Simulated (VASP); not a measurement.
# TaAl5Au (P4/mmm) in VASP: relaxation of cell and atoms with PBE

Aim: the relaxation of cell and atoms of TaAl5Au with PBE.

All numbers are computed with VASP 6.6.1; they aren't measurements. Logs are shortened: lines on timing, memory, paths and dates and some standing lists are left out, and cuts for length are marked.

## (1) The cell of the first run

It takes space group P4/mmm (No. 123, tetragonal). Conventional cell: a = 4.000 Å, b = 4.000 Å, c = 6.396 Å, α = 90.00°, β = 90.00°, γ = 90.00°. Ta (site symmetry 4/mmm) has 12 Al at 2.76 to 2.83 Å and 2 Au at 3.20 Å within 3.6 Å. Within 3.1 Å of Al (site symmetry 2mm) lie 2 Au at 2.38 Å and 7 Al at 2.58 to 2.83 Å and 2 Ta at 2.76 Å. Al (site symmetry 4/mmm) has 8 Al at 2.76 Å and 4 Ta at 2.83 Å within 3.6 Å. Within 3.2 Å of Au (site symmetry 4/mmm) lie 8 Al at 2.38 Å and 2 Ta at 3.20 Å.

The cell was generated, and may not be a known phase.

## (2) Relaxation of cell and atoms, PBE

INCAR

```
  PREC = Accurate
  ENCUT = 540
  EDIFF = 1E-7
  ISMEAR = 0
  SIGMA = 0.1
  LREAL = False
  LASPH = True
  NELM = 120
  ALGO = Normal
  ISIF = 3
  LWAVE = False
  LCHARG = False
  GGA = PE
  IBRION = 2
  NSW = 90
  EDIFFG = -0.04
  GGA_COMPAT = False
  NELMIN = 4
```

KPOINTS

```
Automatic mesh
0
Gamma
  4 4 4
```

POSCAR

```
TaAl5Au
1.0
    4.0000146600      0.0000000000      0.0000000000
    0.0000000000      4.0000146600      0.0000000000
    0.0000000000      0.0000000000      6.3961613500
Ta Al Au
1 5 1
Direct
    0.0000000000      0.0000000000      0.0000000000
    0.0000000000      0.5000000000      0.2980237600
    0.0000000000      0.5000000000      0.7019762400
    0.5000000000      0.0000000000      0.2980237600
    0.5000000000      0.0000000000      0.7019762400
    0.5000000000      0.5000000000      0.0000000000
    0.0000000000      0.0000000000      0.5000000000
```

Potentials or basis: VASP PAW PBE potentials, release 64 (Ta_sv_GW, Al, Au_sv_GW).

Command:

```console
> cat potpaw_PBE.64/Ta_sv_GW/POTCAR potpaw_PBE.64/Al/POTCAR potpaw_PBE.64/Au_sv_GW/POTCAR > POTCAR
> mpirun -np 1 vasp_std > vasp.out
```

OUTCAR:

```text
PREC = Accurate
   ENCUT = 540
   EDIFF = 1E-7
   ISMEAR = 0
   LREAL = False
   LASPH = True
   NELM = 120
   ISIF = 3
   GGA = PE
   IBRION = 2
   NSW = 90
   EDIFFG = -0.04
   NELMIN = 4

 ion  position               nearest neighbor table
   1  0.000  0.000  0.000-   2 2.76   3 2.76   4 2.76   5 2.76   2 2.76   3 2.76   4 2.76   5 2.76
                             6 2.83   6 2.83   6 2.83   6 2.83   7 3.20   7 3.20
   2  0.000  0.500  0.298-   7 2.38   7 2.38   3 2.58   1 2.76   1 2.76   6 2.76   6 2.76   4 2.83
                             4 2.83   4 2.83   4 2.83
   3  0.000  0.500  0.702-   7 2.38   7 2.38   2 2.58   1 2.76   1 2.76   6 2.76   6 2.76   5 2.83
                             5 2.83   5 2.83   5 2.83
   4  0.500  0.000  0.298-   7 2.38   7 2.38   5 2.58   1 2.76   6 2.76   1 2.76   6 2.76   2 2.83
                             2 2.83   2 2.83   2 2.83
   5  0.500  0.000  0.702-   7 2.38   7 2.38   4 2.58   1 2.76   6 2.76   1 2.76   6 2.76   3 2.83
                             3 2.83   3 2.83   3 2.83
   6  0.500  0.500  0.000-   2 2.76   3 2.76   4 2.76   5 2.76   4 2.76   5 2.76   2 2.76   3 2.76
                             1 2.83   1 2.83   1 2.83   1 2.83
   7  0.000  0.000  0.500-   2 2.38   3 2.38   4 2.38   5 2.38   2 2.38   3 2.38   4 2.38   5 2.38
                             1 3.20   1 3.20

  LATTYP: Found a simple tetragonal cell.
 ALAT       =     4.0000146600
 C/A-ratio  =     1.5990344770

  Lattice vectors:

 A1 = (   4.0000146600,   0.0000000000,   0.0000000000)
 A2 = (   0.0000000000,   4.0000146600,   0.0000000000)
 A3 = (   0.0000000000,   0.0000000000,   6.3961613500)

Analysis of symmetry for initial positions (statically):
=====================================================================
 Subroutine PRICEL returns:
 Original cell was already a primitive cell.

 Routine SETGRP: Setting up the symmetry group for a
 simple tetragonal supercell.

 Subroutine GETGRP returns: Found 16 space group operations
 (whereof 16 operations were pure point group operations)
 out of a pool of 16 trial point group operations.

The static configuration has the point symmetry D_4h.

Analysis of symmetry for dynamics (positions and initial velocities):
=====================================================================
 Subroutine PRICEL returns:
 Original cell was already a primitive cell.

 Routine SETGRP: Setting up the symmetry group for a
 simple tetragonal supercell.

 Subroutine GETGRP returns: Found 16 space group operations
 (whereof 16 operations were pure point group operations)
 out of a pool of 16 trial point group operations.

The dynamic configuration has the point symmetry D_4h.

 Subroutine INISYM returns: Found 16 space group operations
 (whereof 16 operations are pure point group operations),
 and found     1 'primitive' translations

----------------------------------------------------------------------------------------

                                     Primitive cell

  volume of cell :     102.3393

  direct lattice vectors                    reciprocal lattice vectors
     4.000014660  0.000000000  0.000000000     0.249999084  0.000000000  0.000000000
     0.000000000  4.000014660  0.000000000     0.000000000  0.249999084  0.000000000
     0.000000000  0.000000000  6.396161350     0.000000000  0.000000000  0.156343773

  length of vectors
     4.000014660  4.000014660  6.396161350     0.249999084  0.249999084  0.156343773

  position of ions in fractional coordinates (direct lattice)
     0.000000000  0.000000000  0.000000000
     0.000000000  0.500000000  0.298023760
     0.000000000  0.500000000  0.701976240
     0.500000000  0.000000000  0.298023760
     0.500000000  0.000000000  0.701976240
     0.500000000  0.500000000  0.000000000
     0.000000000  0.000000000  0.500000000

  ion indices of the primitive-cell ions
   primitive index   ion index
                 1           1
                 2           2
                 3           3
                 4           4
                 5           5
                 6           6
                 7           7

----------------------------------------------------------------------------------------

 KPOINTS: Automatic mesh

Automatic generation of k-mesh.
 Grid dimensions read from file:
 generate k-points for:    4    4    4

 Generating k-lattice:

  Cartesian coordinates                     Fractional coordinates (reciprocal lattice)
     0.062499771  0.000000000  0.000000000     0.250000000  0.000000000  0.000000000
     0.000000000  0.062499771  0.000000000     0.000000000  0.250000000  0.000000000
     0.000000000  0.000000000  0.039085943     0.000000000  0.000000000  0.250000000

  Length of vectors
     0.062499771  0.062499771  0.039085943

  Shift w.r.t. Gamma in fractional coordinates (k-lattice)
     0.000000000  0.000000000  0.000000000

 Subroutine IBZKPT returns following result:
 ===========================================

 Found     18 irreducible k-points:

 Following reciprocal coordinates:
            Coordinates               Weight
  0.000000  0.000000  0.000000      1.000000
  0.250000  0.000000  0.000000      4.000000
  0.500000  0.000000  0.000000      2.000000
  0.250000  0.250000  0.000000      4.000000
  0.500000  0.250000  0.000000      4.000000
  0.500000  0.500000  0.000000      1.000000
[... 10 lines left out ...]
  0.500000  0.250000  0.500000      4.000000
  0.500000  0.500000  0.500000      1.000000
   k-points           NKPTS =     18   k-points in BZ     NKDIM =     18   number of bands    NBANDS=     28
   number of dos      NEDOS =    301   number of ions     NIONS =      7
   total plane-waves  NPLWV =  43200
   dimension x,y,z NGX =    30 NGY =   30 NGZ =   48
   dimension x,y,z NGXF=    60 NGYF=   60 NGZF=   96
   ions per type =               1   5   1
   NGX,Y,Z   is equivalent  to a cutoff of  12.47, 12.47, 12.48 a.u.
   NGXF,Y,Z  is equivalent  to a cutoff of  24.94, 24.94, 24.95 a.u.
 SYSTEM =  unknown system
   PREC   = accura    normal or accurate (medium, high low for compatibility)
   ISTART =      0    job   : 0-new  1-cont  2-samecut
   ICHARG =      2    charge: 1-file 2-atom 10-const
   ISPIN  =      1    spin polarized calculation?
   LNONCOLLINEAR =      F non collinear calculations
   LSORBIT =      F    spin-orbit coupling
   LASPH  =      T    aspherical Exc in radial PAW
   ENCUT  =  540.0 eV  39.69 Ry    6.30 a.u.   7.58  7.58 12.12*2*pi/ulx,y,z
   NELM   =    120;   NELMIN=  4; NELMDL= -5     # of ELM steps
   EDIFF  = 0.1E-06   stopping-criterion for ELM
   LREAL  =      F    real-space projection
   EDIFFG = -.4E-01   stopping-criterion for IOM
   NSW    =     90    number of steps for IOM
   IBRION =      2    ionic relax: 0-MD 1-quasi-New 2-CG
   NFREE  =      1    steps in history (QN), initial steepest desc. (CG)
   ISIF   =      3    stress and relaxation
   ISYM   =      2    0-nonsym 1-usesym 2-fastsym
   POTIM  = 0.5000    time-step for ionic-motion
   TEBEG  =    0.0;   TEEND  =   0.0 temperature during run
   PSTRESS=    0.0 pullay stress
   NELECT =      47.0000    total number of electrons
   NUPDOWN=      -1.0000    fix difference up-down
   EMIN   =  10.00;   EMAX   =-10.00  energy-range for DOS
   EFERMI =   0.00;   METHOD = LEGACY
   ISMEAR =     0;   SIGMA  =   0.10  broadening in eV -4-tet -1-fermi 0-gaus
   EFERMI_NEDOS =   21; number of points for ismear=-14 and -15
   IALGO  =     38    algorithm
   IMIX   =      4    mixing-type and parameters
     AMIX     =   0.40;   BMIX     =  1.00
     AMIX_MAG =   1.60;   BMIX_MAG =  1.00
  volume/ion in A,a.u.               =      14.62        98.66
  Fermi-wavevector in a.u.,A,eV,Ry     =   1.263068  2.386852 21.705915  1.595340
  Thomas-Fermi vector in A             =   2.396443
   LORBIT       =      0    0 simple, 1 ext, 2 COOP (PROOUT), +10 PAW based schemes
   GGA     = PE    functional components
   LHFCALC =     F    Hartree Fock is set to
   AEXX    =    0.0000 exact exchange contribution
   IVDW    =     0    specifies the selected vdW correction
   LEPSILON=     F    determine dielectric tensor
   LRPA    =     F    only Hartree local field effects (RPA)
 conjugate gradient relaxation of ions
 non-spin polarized calculation
 Gauss-broadening in eV      SIGMA  =   0.10
  energy-cutoff  :      540.00
  volume of cell :      102.34
 maximum number of plane-waves:      2937
   NGX = 15   NGY = 15   NGZ = 25

--------------------------------------- Ionic step        1  -------------------------------------------

 number of electron      47.0000004 magnetization

 Free energy of the ion-electron system (eV)
  ---------------------------------------------------
  ext. energy  EPLUGINS =         0.00000000
  ---------------------------------------------------
  free energy    TOTEN  =       -34.39993338 eV

  energy without entropy =      -34.38381979  energy(sigma->0) =      -34.39187658

 E-fermi :  11.0278     XC(G=0): -11.6321

 val. band max:       11.0104705107   @ k =   0.5000   0.5000   0.5000
 cond. band min:      11.0626172130   @ k =   0.5000   0.2500   0.0000
 fundamental gap:      0.0521467023
 Fermi energy:        11.0277575674

 k-point     1 :       0.0000    0.0000    0.0000
  band No.  band energies     occupation
      1     -98.3345      2.00000
      2     -57.2261      2.00000
      3     -49.6704      2.00000
      4     -49.6704      2.00000
      5     -49.6461      2.00000
      6     -23.8365      2.00000
[... 663 lines left out ...]
  FREE ENERGIE OF THE ION-ELECTRON SYSTEM (eV)
  ---------------------------------------------------
  free  energy   TOTEN  =       -36.2629998503 eV

  energy  without entropy=      -36.2457798283  energy(sigma->0) =      -36.25438984

[... ionic steps 4 to 21 ...]

--------------------------------------- Ionic step       22  -------------------------------------------

 number of electron      47.0000018 magnetization

------------------------ aborting loop because EDIFF is reached ----------------------------------------

  FORCE on cell =-STRESS in cart. coord.  units (eV):
  Direction    XX          YY          ZZ          XY          YZ          ZX
  --------------------------------------------------------------------------------------
  -------------------------------------------------------------------------------------
  Total        0.0111954      0.0111954     -0.3743540      0.0000000      0.0000000      0.0000000
  in kB        0.1485141      0.1485141     -4.9660502      0.0000000      0.0000000      0.0000000
  external PRESSURE =      -1.5563406 kB  Pullay stress =       0.0000000 kB
[... 67 lines left out ...]
  energy  without entropy=      -36.6748144964  energy(sigma->0) =      -36.68140439

--------------------------------------- Ionic step       24  -------------------------------------------

 number of electron      47.0000020 magnetization

 Free energy of the ion-electron system (eV)
  ---------------------------------------------------
  ext. energy  EPLUGINS =         0.00000000
  ---------------------------------------------------
  free energy    TOTEN  =       -36.68839062 eV

  energy without entropy =      -36.67478509  energy(sigma->0) =      -36.68158785

 E-fermi :   8.1796     XC(G=0): -10.8791

 val. band max:        8.1788278371   @ k =   0.5000   0.2500   0.5000
 cond. band min:       8.3801039533   @ k =   0.0000   0.0000   0.5000
 fundamental gap:      0.2012761162
 Fermi energy:         8.1796315083

 k-point     1 :       0.0000    0.0000    0.0000
  band No.  band energies     occupation
      1     -98.7230      2.00000
      2     -59.7967      2.00000
      3     -50.1048      2.00000
      4     -49.9507      2.00000
      5     -49.9507      2.00000
      6     -26.3206      2.00000
[... 581 lines left out ...]
  FREE ENERGIE OF THE ION-ELECTRON SYSTEM (eV)
  ---------------------------------------------------
  free  energy   TOTEN  =       -36.6883906234 eV

  energy  without entropy=      -36.6747850852  energy(sigma->0) =      -36.68158785

 reached required accuracy - stopping structural energy minimisation
```

Wall time 19 min (1 thread of AMD EPYC 7R13 (Zen 3), shared host); peak memory 0.22 GiB.

What came out:

* Free energy: -36.6884 eV
* Relaxed volume: 17.24 Å³/atom
* Relaxed cell: a = 3.913 Å, b = 3.913 Å, c = 7.884 Å, α = 90.00°, β = 90.00°, γ = 90.00°
* Space group after relaxing (to 0.1 Å): P4/mmm (No. 123)
* Energy gained by relaxing: 326.9 meV/atom
* Ionic steps: 24
* Pressure after relaxing: -0.1 GPa
* Largest force after relaxing: 0.003 eV/Å
* Band gap on the k mesh: zero (an odd number of electrons rules out a gap without spin polarisation)

Forces on the atoms (eV/Å):
```
Ta   0.000  0.000  0.000
Al   0.000  0.000 -0.003
Al   0.000  0.000  0.003
Al   0.000  0.000 -0.003
Al   0.000  0.000  0.003
Al   0.000  0.000  0.000
Au   0.000  0.000  0.000
```

Step by step:
| step | energy change (eV) | largest force (eV/Å) | pressure (GPa) | volume (Å³) |
| --- | --- | --- | --- | --- |
| 1 | 0.0000 | 2.4554 | 29.06 | 102.34 |
| 2 | -0.6106 | 0.3629 | -14.08 | 146.82 |
| 3 | -1.8631 | 0.8510 | -2.41 | 123.34 |
| 4 | -1.8656 | 0.8814 | -1.71 | 122.59 |
| 5 | -1.8654 | 0.8993 | -1.31 | 122.16 |
| 6 | -1.9917 | 0.5417 | 0.01 | 120.53 |
| 7 | -2.0492 | 0.0443 | 2.39 | 118.23 |
| 8 | -2.0503 | 0.1135 | 2.06 | 118.52 |
| 9 | -2.0633 | 0.0849 | -1.31 | 122.04 |
| 10 | -2.0692 | 0.0186 | -0.15 | 120.75 |
| 11 | -2.0743 | 0.0412 | -0.15 | 120.74 |
| 12 | -2.1049 | 0.0902 | -0.06 | 120.68 |
| 13 | -2.1949 | 0.0655 | 0.10 | 120.46 |
| 14 | -2.2664 | 0.0266 | 0.91 | 119.62 |
| 15 | -2.2711 | 0.0314 | 1.16 | 119.41 |
| 16 | -2.2802 | 0.0107 | 1.60 | 118.92 |
| 17 | -2.2827 | 0.0004 | 1.34 | 119.18 |
| 18 | -2.2832 | 0.0209 | 1.27 | 119.57 |
| 19 | -2.2850 | 0.0186 | 0.69 | 119.83 |
| 20 | -2.2870 | 0.0174 | 0.30 | 120.26 |
| 21 | -2.2875 | 0.0160 | -0.47 | 121.12 |
| 22 | -2.2879 | 0.0163 | -0.16 | 120.78 |
| 23 | -2.2881 | 0.0129 | -0.13 | 120.76 |
| 24 | -2.2885 | 0.0034 | -0.08 | 120.71 |

Final structure:
```
Ta Al Au
1.0
     3.91298    0.00000    0.00000
     0.00000    3.91298    0.00000
     0.00000    0.00000    7.88391
Ta Al Au
1 5 1
Direct
  0.00000 0.00000 0.00000
  0.00000 0.50000 0.26879
  0.00000 0.50000 0.73121
  0.50000 0.00000 0.26879
  0.50000 0.00000 0.73121
  0.50000 0.50000 0.00000
  0.00000 0.00000 0.50000
```

Levels at points of the mesh, in eV from the Fermi level:
| k point | band 21 | band 22 | band 23 | band 24 | band 25 | band 26 |
| --- | --- | --- | --- | --- | --- | --- |
| (0.00, 0.00, 0.00) | -1.31 | -1.24 | -1.24 | 0.20 | 0.92 | 1.89 |
| (0.50, 0.00, 0.00) | -0.92 | -0.52 | 0.39 | 1.07 | 1.18 | 1.41 |
| (0.50, 0.50, 0.00) | -3.59 | -2.25 | -2.25 | -1.59 | -0.79 | 1.16 |
| (0.00, 0.00, 0.50) | -0.43 | -0.43 | -0.25 | 0.20 | 1.72 | 1.72 |
| (0.50, 0.00, 0.50) | -1.80 | -0.87 | -0.83 | 0.68 | 1.49 | 1.73 |
| (0.50, 0.50, 0.50) | -3.25 | -1.68 | -1.68 | -0.91 | 0.70 | 1.21 |

Caveat: the k points lie up to 0.40 Å⁻¹ apart in the final cell, too coarse for converged energies and pressures of a metal; the volume moved by over 15 % at a fixed basis, so the end points are rough; spin-orbit coupling is left out, which moves the levels of the heavy elements.

The gap in the log of VASP goes by the Fermi energy; the results here count the filled bands.